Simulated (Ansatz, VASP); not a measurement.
# Y: VASP beside Ansatz

File INCAR:

```
PREC = Accurate
ENCUT = 520
EDIFF = 1E-8
ISMEAR = -1
SIGMA = 0.05
LREAL = F
LASPH = T
NELM = 100
ALGO = Normal
ISIF = 2
LWAVE = F
LCHARG = F
LEFG = T
NBANDS = 12
```

File KPOINTS:

```
regular mesh
0
Gamma
  13 13 13
```

POSCAR

```
Y
1.0
    0.0000000000      2.5177011185      2.5177011185
    2.5177011185      0.0000000000      2.5177011185
    2.5177011185      2.5177011185      0.0000000000
Y
1
Direct
    0.0000000000      0.0000000000      0.0000000000
```

Input for Ansatz:

```yaml
crystal:
  lattice:
    - [0.0, 2.5177011185, 2.5177011185]
    - [2.5177011185, 0.0, 2.5177011185]
    - [2.5177011185, 2.5177011185, 0.0]
  atoms:
    - { symbol: "Y", position: [0.0, 0.0, 0.0] }
kpoints:
  mp_grid: { grid: [13, 13, 13] }
scf:
  occupations: { method: fermi_dirac, width: 0.05 }
hamiltonian:
  xc: lda
  pseudopotentials: { kind: all_electron, datasets: crystal }
output:
  forces: true
  stress: true
  eigenvalues: true
  efg: { contact_densities: true }
```

Change from the starting cell: volume scaled by 1.04, crystal datasets.

Alike in both runs: task electric field gradients; functional LDA; k mesh 13 × 13 × 13; occupations fermi-dirac, width 0.05 eV; no spin polarisation.

```csv
,VASP,Ansatz
version,VASP 6.6.1,Ansatz 0.2.0
potentials or method,"VASP PAW LDA potentials, release 64 (Y_sv), cutoff 520 eV","all-electron PAW with datasets made for the crystal, scalar-relativistic"
```

|  | VASP | Ansatz | Ansatz less VASP |
| --- | --- | --- | --- |
| pressure (GPa) | -3.3 | -3.2 | +0.11 |

LDA's correlation is that of Perdew and Zunger in VASP and of Perdew and Wang (1992) in Ansatz. Ansatz ran all-electron here, and VASP with PAW potentials.
